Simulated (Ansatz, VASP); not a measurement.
## Two plane-wave programs on HfSi

```
CELL_PARAMETERS angstrom
6.82181 0.00000 0.00000
0.00000 3.75964 0.00000
0.00000 0.00000 5.20174
ATOMIC_POSITIONS crystal
Hf 0.17559 0.25000 0.12649
Hf 0.32441 0.75000 0.62649
Hf 0.67559 0.25000 0.37351
Hf 0.82441 0.75000 0.87351
Si 0.04306 0.25000 0.64020
Si 0.45694 0.75000 0.14020
Si 0.54306 0.25000 0.85980
Si 0.95694 0.75000 0.35980
```

Alike in both runs: functional PBEsol; k mesh 6 × 10 × 8; occupations gaussian, width 0.1 eV; no spin polarisation.

Ansatz relaxed the structure, and its values are those at the end. VASP's run is a single point on that final structure, the one shown.

|  | VASP | Ansatz |
| --- | --- | --- |
| version | VASP 6.6.1 | Ansatz 0.2.0 |
| potentials or method | VASP PAW PBE potentials, release 64 (Hf_pv, Si), cutoff 520 eV | scalar-relativistic, plane waves, PAW |
| valence electrons in the cell | 56 | 120 |

|  | VASP | Ansatz | Ansatz less VASP |
| --- | --- | --- | --- |
| gap on the k mesh at the Fermi level (eV) | none | none | - |
| pressure (GPa) | 0.1 | 0.0 | -0.08 |
| rms of the force components (eV/Å) | 0.005 | 0.001 | -0.0038 |

VASP's potentials were made for PBE, not for PBEsol. A gap of «none» marks a metal or a gap that the smearing closes. The functional is the same, so the differences come from potentials, cutoffs and numerics. VASP's potentials hold 56 valence electrons a cell and Ansatz's 120, so a difference there can come from the potentials and not from the codes.

Spin-orbit coupling is off throughout.
